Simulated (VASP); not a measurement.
# Hf3Ta (Hf (0001), 4 layers) in VASP: a series of runs

Runs on Hf3Ta (Hf (0001), 4 layers). Level: PBE. Tasks: single point.

Everything below comes from runs of VASP 6.6.1. Logs are shortened: lines on timing, memory, paths and dates and some standing lists are left out, and cuts for length are marked.

### Step 1. The cell of the first run

The cell holds a slab with vacuum, 4 atoms: a = 3.203 Å, b = 3.203 Å, c = 23.609 Å, α = 90.00°, β = 90.00°, γ = 120.00°.

### Step 2. Single point, PBE

Contents of INCAR:

```
SYSTEM = Hf3Ta
PREC = Accurate
ENCUT = 520
EDIFF = 1E-6
ISMEAR = -1
SIGMA = 0.1
LREAL = .FALSE.
LASPH = .TRUE.
NELM = 60
ALGO = Normal
ISIF = 2
LWAVE = .FALSE.
LCHARG = .FALSE.
LDIPOL = .TRUE.
IDIPOL = 3
DIPOL = 0.5 0.5 0.500
GGA = PE
NBANDS = 28
```

Contents of KPOINTS:

```
Automatic mesh
0
G
  12 12 1
  0 0 0
```

Contents of POSCAR:

```
Hf3Ta
1.0
    3.2032284304      0.0000000000      0.0000000000
   -1.6016142152      2.7740771949      0.0000000000
    0.0000000000      0.0000000000     23.6094000000
Ta Hf
1 3
Direct
    0.8333333333      0.1666666667      0.3433035026
    0.1666666667      0.8333333333      0.4435418714
    0.8333333333      0.1666666667      0.5564581331
    0.1666666667      0.8333333333      0.6566964929
```

Potentials or basis: VASP PAW PBE potentials, release 64 (Ta_pv, Hf_pv).

Started as:

```console
$ cat potpaw_PBE.64/Ta_pv/POTCAR potpaw_PBE.64/Hf_pv/POTCAR > POTCAR
$ mpirun -np 1 vasp_std > vasp.out
```

OUTCAR:

```text
SYSTEM = Hf3Ta
   PREC = Accurate
   ENCUT = 520
   EDIFF = 1E-6
   ISMEAR = -1
   LREAL = .FALSE.
   LASPH = .TRUE.
   NELM = 60
   ISIF = 2
   GGA = PE

 ion  position               nearest neighbor table
   1  0.833  0.167  0.343-   2 3.00   2 3.00   2 3.00
   2  0.167  0.833  0.444-   1 3.00   1 3.00   1 3.00   3 3.24   3 3.24   3 3.24
   3  0.833  0.167  0.556-   4 3.00   4 3.00   4 3.00   2 3.24   2 3.24   2 3.24
   4  0.167  0.833  0.657-   3 3.00   3 3.00   3 3.00

  LATTYP: Found a hexagonal cell.
 ALAT       =     3.2032284304
 C/A-ratio  =     7.3705015153

  Lattice vectors:

 A1 = (   3.2032284304,   0.0000000000,   0.0000000000)
 A2 = (  -1.6016142152,   2.7740771949,   0.0000000000)
 A3 = (   0.0000000000,   0.0000000000,  23.6094000000)

Analysis of symmetry for initial positions (statically):
=====================================================================
 Subroutine PRICEL returns:
 Original cell was already a primitive cell.

 Routine SETGRP: Setting up the symmetry group for a
 hexagonal supercell.

 Subroutine GETGRP returns: Found  6 space group operations
 (whereof  2 operations were pure point group operations)
 out of a pool of 24 trial point group operations.

The static configuration has the point symmetry C_1h.
 The point group associated with its full space group is C_3v.

Analysis of symmetry for dynamics (positions and initial velocities):
=====================================================================
 Subroutine PRICEL returns:
 Original cell was already a primitive cell.

 Routine SETGRP: Setting up the symmetry group for a
 hexagonal supercell.

 Subroutine GETGRP returns: Found  6 space group operations
 (whereof  2 operations were pure point group operations)
 out of a pool of 24 trial point group operations.

The dynamic configuration has the point symmetry C_1h.
 The point group associated with its full space group is C_3v.

 Subroutine INISYM returns: Found  6 space group operations
 (whereof  2 operations are pure point group operations),
 and found     1 'primitive' translations

----------------------------------------------------------------------------------------

                                     Primitive cell

  volume of cell :     209.7932

  direct lattice vectors                    reciprocal lattice vectors
     3.203228430  0.000000000  0.000000000     0.312185041  0.180240118  0.000000000
    -1.601614215  2.774077195  0.000000000     0.000000000  0.360480235  0.000000000
     0.000000000  0.000000000 23.609400000     0.000000000  0.000000000  0.042356011

  length of vectors
     3.203228430  3.203228430 23.609400000     0.360480235  0.360480235  0.042356011

  position of ions in fractional coordinates (direct lattice)
     0.833333333  0.166666667  0.343303503
     0.166666667  0.833333333  0.443541871
     0.833333333  0.166666667  0.556458133
     0.166666667  0.833333333  0.656696493

  ion indices of the primitive-cell ions
   primitive index   ion index
                 1           1
                 2           2
                 3           3
                 4           4

----------------------------------------------------------------------------------------

 KPOINTS: Automatic mesh

Automatic generation of k-mesh.
 Grid dimensions read from file:
 generate k-points for:   12   12    1

 Generating k-lattice:

  Cartesian coordinates                     Fractional coordinates (reciprocal lattice)
     0.026015420  0.015020010  0.000000000     0.083333333  0.000000000  0.000000000
     0.000000000  0.030040020  0.000000000     0.000000000  0.083333333  0.000000000
     0.000000000  0.000000000  0.042356011     0.000000000  0.000000000  1.000000000

  Length of vectors
     0.030040020  0.030040020  0.042356011

  Shift w.r.t. Gamma in fractional coordinates (k-lattice)
     0.000000000  0.000000000  0.000000000

 Subroutine IBZKPT returns following result:
 ===========================================

 Found     19 irreducible k-points:

 Following reciprocal coordinates:
            Coordinates               Weight
  0.000000  0.000000  0.000000      1.000000
  0.083333  0.000000  0.000000      6.000000
  0.166667  0.000000  0.000000      6.000000
  0.250000  0.000000  0.000000      6.000000
  0.333333  0.000000  0.000000      6.000000
  0.416667  0.000000  0.000000      6.000000
[... 11 lines left out ...]
  0.333333  0.250000  0.000000     12.000000
  0.333333  0.333333  0.000000      2.000000
   k-points           NKPTS =     19   k-points in BZ     NKDIM =     19   number of bands    NBANDS=     28
   number of dos      NEDOS =    301   number of ions     NIONS =      4
   total plane-waves  NPLWV = 103680
   dimension x,y,z NGX =    24 NGY =   24 NGZ =  180
   dimension x,y,z NGXF=    48 NGYF=   48 NGZF=  360
   ions per type =               1   3
   NGX,Y,Z   is equivalent  to a cutoff of  12.46, 12.46, 12.67 a.u.
   NGXF,Y,Z  is equivalent  to a cutoff of  24.91, 24.91, 25.35 a.u.
 SYSTEM =  Hf3Ta
   PREC   = accura    normal or accurate (medium, high low for compatibility)
   ISTART =      0    job   : 0-new  1-cont  2-samecut
   ICHARG =      2    charge: 1-file 2-atom 10-const
   ISPIN  =      1    spin polarized calculation?
   LNONCOLLINEAR =      F non collinear calculations
   LSORBIT =      F    spin-orbit coupling
   LASPH  =      T    aspherical Exc in radial PAW
   ENCUT  =  520.0 eV  38.22 Ry    6.18 a.u.   5.96  5.96 43.90*2*pi/ulx,y,z
   NELM   =     60;   NELMIN=  2; NELMDL= -5     # of ELM steps
   EDIFF  = 0.1E-05   stopping-criterion for ELM
   LREAL  =      F    real-space projection
   EDIFFG = 0.1E-04   stopping-criterion for IOM
   NSW    =      0    number of steps for IOM
   IBRION =     -1    ionic relax: 0-MD 1-quasi-New 2-CG
   NFREE  =      0    steps in history (QN), initial steepest desc. (CG)
   ISIF   =      2    stress and relaxation
   ISYM   =      2    0-nonsym 1-usesym 2-fastsym
   POTIM  = 0.5000    time-step for ionic-motion
   TEBEG  =    0.0;   TEEND  =   0.0 temperature during run
   PSTRESS=    0.0 pullay stress
   NELECT =      41.0000    total number of electrons
   NUPDOWN=      -1.0000    fix difference up-down
   EMIN   =  10.00;   EMAX   =-10.00  energy-range for DOS
   EFERMI =   0.00;   METHOD = LEGACY
   ISMEAR =    -1;   SIGMA  =   0.10  broadening in eV -4-tet -1-fermi 0-gaus
   EFERMI_NEDOS =   21; number of points for ismear=-14 and -15
   IALGO  =     38    algorithm
   IMIX   =      4    mixing-type and parameters
     AMIX     =   0.40;   BMIX     =  1.00
     AMIX_MAG =   1.60;   BMIX_MAG =  1.00
  volume/ion in A,a.u.               =      52.45       353.94
  Fermi-wavevector in a.u.,A,eV,Ry     =   0.950034  1.795303 12.280128  0.902564
  Thomas-Fermi vector in A             =   2.078372
   LORBIT       =      0    0 simple, 1 ext, 2 COOP (PROOUT), +10 PAW based schemes
   GGA     = PE    functional components
   LHFCALC =     F    Hartree Fock is set to
   AEXX    =    0.0000 exact exchange contribution
   IVDW    =     0    specifies the selected vdW correction
   LEPSILON=     F    determine dielectric tensor
   LRPA    =     F    only Hartree local field effects (RPA)
 non-spin polarized calculation
  energy-cutoff  :      520.00
  volume of cell :      209.79
 maximum number of plane-waves:      5706
 NGX is ok and might be reduce to    24
   NGX = 11   NGY = 11   NGZ = 87

 dipolmoment           0.000000      0.000000      0.367924 electrons x Angstroem

 number of electron      41.0000010 magnetization

 dipolmoment           0.000000      0.000000     -0.012275 electrons x Angstroem

 Free energy of the ion-electron system (eV)
  ---------------------------------------------------
  ext. energy  EPLUGINS =         0.00000000
  ---------------------------------------------------
  free energy    TOTEN  =       -38.92464865 eV

  energy without entropy =      -38.73167200  energy(sigma->0) =      -38.82816033

 E-fermi :  -0.4180     XC(G=0):  -5.6693

 val. band max:       -0.4321092307   @ k =   0.0000   0.0000   0.0000
 cond. band min:      -0.4165315541   @ k =   0.3333   0.3333   0.0000
 fundamental gap:      0.0155776766
 Fermi energy:        -0.4180385215

 k-point     1 :       0.0000    0.0000    0.0000
  band No.  band energies     occupation
      1     -35.3436      2.00000
      2     -34.9277      2.00000
      3     -34.9277      2.00000
      4     -31.4981      2.00000
      5     -31.0973      2.00000
      6     -30.9127      2.00000
[... 20 lines left out ...]
     27       1.0989      0.00000
     28       1.1008      0.00000

 k-point     2 :       0.0833    0.0000    0.0000
  band No.  band energies     occupation
      1     -35.3399      2.00000
      2     -34.9533      2.00000
      3     -34.9338      2.00000
      4     -31.4878      2.00000
      5     -31.0964      2.00000
      6     -30.9544      2.00000
[... 20 lines left out ...]
     27       1.0240      0.00000
     28       1.1090      0.00000

 k-point     3 :       0.1667    0.0000    0.0000
  band No.  band energies     occupation
      1     -35.3298      2.00000
      2     -35.0227      2.00000
      3     -34.9504      2.00000
      4     -31.4609      2.00000
      5     -31.1143      2.00000
      6     -31.0402      2.00000
[... 20 lines left out ...]
     27       1.2474      0.00000
     28       1.2474      0.00000

 k-point     4 :       0.2500    0.0000    0.0000
  band No.  band energies     occupation
      1     -35.3161      2.00000
      2     -35.1162      2.00000
      3     -34.9729      2.00000
      4     -31.4296      2.00000
      5     -31.2270      2.00000
      6     -31.0682      2.00000
[... 423 lines left out ...]
     27       2.2454      0.00000
     28       2.5089      0.00000

 k-point    18 :       0.3333    0.2500    0.0000
  band No.  band energies     occupation
      1     -35.2833      2.00000
      2     -35.2334      2.00000
      3     -35.1279      2.00000
      4     -31.4081      2.00000
      5     -31.3568      2.00000
      6     -31.2512      2.00000
[... 20 lines left out ...]
     27       2.4447      0.00000
     28       2.8416      0.00000

 k-point    19 :       0.3333    0.3333    0.0000
  band No.  band energies     occupation
      1     -35.2814      2.00000
      2     -35.1910      2.00000
      3     -35.1860      2.00000
      4     -31.3586      2.00000
      5     -31.3480      2.00000
      6     -31.3165      2.00000
[... 20 lines left out ...]
     27       2.6189      0.00000
     28       2.8064      0.00000

------------------------ aborting loop because EDIFF is reached ----------------------------------------

 vacuum level on the upper side and lower side of the slab       (xc-potential included)        -0.386        -0.200

  FORCE on cell =-STRESS in cart. coord.  units (eV):
  Direction    XX          YY          ZZ          XY          YZ          ZX
  --------------------------------------------------------------------------------------
  -------------------------------------------------------------------------------------
  Total       -4.5535460     -4.5535460     -1.7929091      0.0000000      0.0000000      0.0000000
  in kB      -34.7751417    -34.7751417    -13.6923326      0.0000000      0.0000000      0.0000000
  external PRESSURE =     -27.7475387 kB  Pullay stress =       0.0000000 kB

 VOLUME and BASIS-vectors are now :
 -----------------------------------------------------------------------------
  energy-cutoff  :      520.00
  volume of cell :      209.79
      direct lattice vectors                 reciprocal lattice vectors
     3.203228430  0.000000000  0.000000000     0.312185041  0.180240118  0.000000000
    -1.601614215  2.774077195  0.000000000     0.000000000  0.360480235  0.000000000
     0.000000000  0.000000000 23.609400000     0.000000000  0.000000000  0.042356011

 POSITION                                       TOTAL-FORCE (eV/Angst)
 -----------------------------------------------------------------------------------
      2.40242      0.46235      8.10519        -0.000000     -0.000000      0.664436
     -0.80081      2.31173     10.47176         0.000000     -0.000000     -0.602273
      2.40242      0.46235     13.13764        -0.000000     -0.000000     -0.048741
     -0.80081      2.31173     15.50421        -0.000000      0.000000     -0.013423
 -----------------------------------------------------------------------------------
    total drift:                               -0.000000      0.000000      0.005298

  FREE ENERGIE OF THE ION-ELECTRON SYSTEM (eV)
  ---------------------------------------------------
  free  energy   TOTEN  =       -38.9246486469 eV

  energy  without entropy=      -38.7316720049  energy(sigma->0) =      -38.82816033

 vacuum level on the upper side and lower side of the slab         3.732         3.883
```

It took 5.1 min on 1 thread of AMD EPYC 9R45 (Zen 5), shared host; peak memory 0.34 GiB.

What came out:

- Free energy: -38.9246 eV
- Largest force: 0.664 eV/Å

Forces in eV/Å, atoms in the order of the input:
```
Ta   0.000  0.000  0.664
Hf   0.000  0.000 -0.602
Hf   0.000  0.000 -0.049
Hf   0.000  0.000 -0.013
```

Caveat: spin-orbit coupling is left out, which moves the levels of the heavy elements.

### Step 3. Single point, PBE

Contents of INCAR:

```
  PREC = Accurate
  ENCUT = 520
  EDIFF = 1E-6
  ISMEAR = -1
  SIGMA = 0.1
  LREAL = F
  LASPH = T
  NELM = 60
  ALGO = Normal
  ISIF = 2
  LWAVE = F
  LCHARG = T
  LDIPOL = T
  IDIPOL = 3
  DIPOL = 0.5 0.5 0.500
  GGA = PE
  LELF = T
  LVHAR = T
  LVACPOTAV = T
  NBANDS = 28
```

Contents of KPOINTS:

```
Automatic mesh
0
Gamma
  12 12 1
```

POSCAR is that of step 2.

Potentials or basis: VASP PAW PBE potentials, release 64 (Ta_pv, Hf_pv).

Started as:

```console
$ cat potpaw_PBE.64/Ta_pv/POTCAR potpaw_PBE.64/Hf_pv/POTCAR > POTCAR
$ mpirun -np 1 vasp_std > vasp.out
```

Run time: 5.2 min. Hardware: 1 thread of AMD EPYC 9R45 (Zen 5), shared host; peak memory 0.34 GiB.

The run converged. Its results:

* Free energy: -38.9246 eV
* Largest force: 0.664 eV/Å

Forces on the atoms (eV/Å):
```
Ta   0.000  0.000  0.664
Hf   0.000  0.000 -0.602
Hf   0.000  0.000 -0.049
Hf   0.000  0.000 -0.013
```

Levels at points of the mesh, in eV from the Fermi level:
| k point | band 18 | band 19 | band 20 | band 21 | band 22 | band 23 | band 24 | band 25 |
| --- | --- | --- | --- | --- | --- | --- | --- | --- |
| (0.00, 0.00, 0.00) | -0.01 | 0.38 | 0.38 | 0.50 | 0.88 | 0.92 | 0.92 | 1.11 |
| (0.50, 0.00, 0.00) | -1.47 | -0.94 | -0.06 | 0.44 | 0.72 | 1.05 | 1.34 | 1.52 |

Caveat: spin-orbit coupling is left out, which moves the levels of the heavy elements.

### Step 4. Single point, PBE

Contents of INCAR:

```
SYSTEM = Hf3Ta
PREC = Accurate
ENCUT = 520
EDIFF = 1E-6
ISMEAR = -1
SIGMA = 0.1
LREAL = .FALSE.
LASPH = .TRUE.
NELM = 60
ALGO = Normal
ISIF = 2
LWAVE = .FALSE.
LCHARG = .FALSE.
LDIPOL = .TRUE.
IDIPOL = 3
DIPOL = 0.5 0.5 0.500
GGA = PE
NBANDS = 28
```

Contents of KPOINTS:

```
regular mesh
0
G
  12 12 1
  0 0 0
```

Contents of POSCAR:

```
Hf3Ta
1.0
    3.2032284304      0.0000000000      0.0000000000
   -1.6016142152      2.7740771949      0.0000000000
    0.0000000000      0.0000000000     23.6094000000
Hf Ta
3 1
Direct
    0.8333333333      0.1666666667      0.3433035026
    0.8333333333      0.1666666667      0.5564581331
    0.1666666667      0.8333333333      0.6566964929
    0.1666666667      0.8333333333      0.4435418714
```

Potentials or basis: VASP PAW PBE potentials, release 64 (Hf_pv, Ta_pv).

Started as:

```console
$ cat potpaw_PBE.64/Hf_pv/POTCAR potpaw_PBE.64/Ta_pv/POTCAR > POTCAR
$ mpirun -np 1 vasp_std > vasp.out
```

Run time: 4 min. Hardware: 1 thread of AMD EPYC 9R45 (Zen 5), shared host; peak memory 0.34 GiB.

Results (log left out):

* Free energy: -39.1915 eV
* Largest force: 0.650 eV/Å

Forces in eV/Å, atoms in the order of the input:
```
Hf   0.000  0.000  0.571
Hf   0.000  0.000 -0.650
Hf   0.000  0.000  0.011
Ta   0.000  0.000  0.068
```

Levels at points of the mesh, in eV from the Fermi level:
| k point | band 19 | band 20 | band 21 | band 22 | band 23 | band 24 |
| --- | --- | --- | --- | --- | --- | --- |
| (0.00, 0.00, 0.00) | 0.28 | 0.28 | 0.32 | 0.77 | 0.81 | 0.81 |
| (0.50, 0.00, 0.00) | -1.09 | 0.04 | 0.47 | 0.56 | 0.97 | 1.29 |

Caveat: spin-orbit coupling is left out, which moves the levels of the heavy elements.
